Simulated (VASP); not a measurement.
LuIO: single point with PBE

The system is LuIO.

```
Lu O I
1.0
     4.38657   -0.03194   -0.45076
     0.23319    6.77417   -0.87136
     0.40897    0.39646    5.14578
Lu O I
2 2 2
Direct
  0.53440 0.50008 0.41930
  0.93571 0.12332 0.76941
  0.43384 0.35203 0.90154
  0.02625 0.75467 0.51465
  0.35581 0.96450 0.25655
  0.95741 0.65471 0.96278
```

```
Program                : VASP 6.6.1
Task                   : single point
Functional             : PBE
Potentials or basis    : VASP PAW PBE potentials, release 64 (Lu, O, I)
Cutoff                 : 520 eV
k mesh                 : 3 × 2 × 3
Occupations            : methfessel-paxton, width 0.15 eV
Spin                   : no spin polarisation
Dipole correction      : no
Further INCAR settings : ALGO = Normal; EDIFF = 1e-07; NBANDS = 47
```

```yaml
Pressure: -8.4 GPa
Largest_force: 2.562 eV/Å
Band_gap_on_the_k_mesh: 0.03 eV, indirect (least direct gap 0.12 eV)
```

Forces in eV/Å, atoms in the order of the input:
```
Lu  -0.378  1.016 -0.034
Lu   0.204  0.334  0.559
O    0.557 -1.964 -1.455
O   -0.432 -0.350  0.606
I    1.299  2.166  0.429
I   -1.250 -1.202 -0.106
```

Stress tensor (GPa, compression positive):
```
-8.42  0.90 -0.57
 0.90 -8.78 -3.65
-0.57 -3.65 -8.00
```

Levels at points of the mesh, in eV from the valence-band top:
```csv
k point,band 36,band 37,band 38,band 39,band 40,band 41
"(0.00, 0.00, 0.00)",-1.32,-1.13,-0.81,0.18,1.09,1.32
"(0.00, 0.50, 0.00)",-1.31,-1.18,0.00,0.56,1.15,1.39
```

Run time: 58 s on 1 thread of Intel(R) Xeon(R) 6975P-C (Granite Rapids), with other jobs on the host, peak memory 0.3 GiB.

Caveat: the k points lie up to 0.48 Å⁻¹ apart; spin-orbit coupling is left out, which moves the levels of the heavy elements.
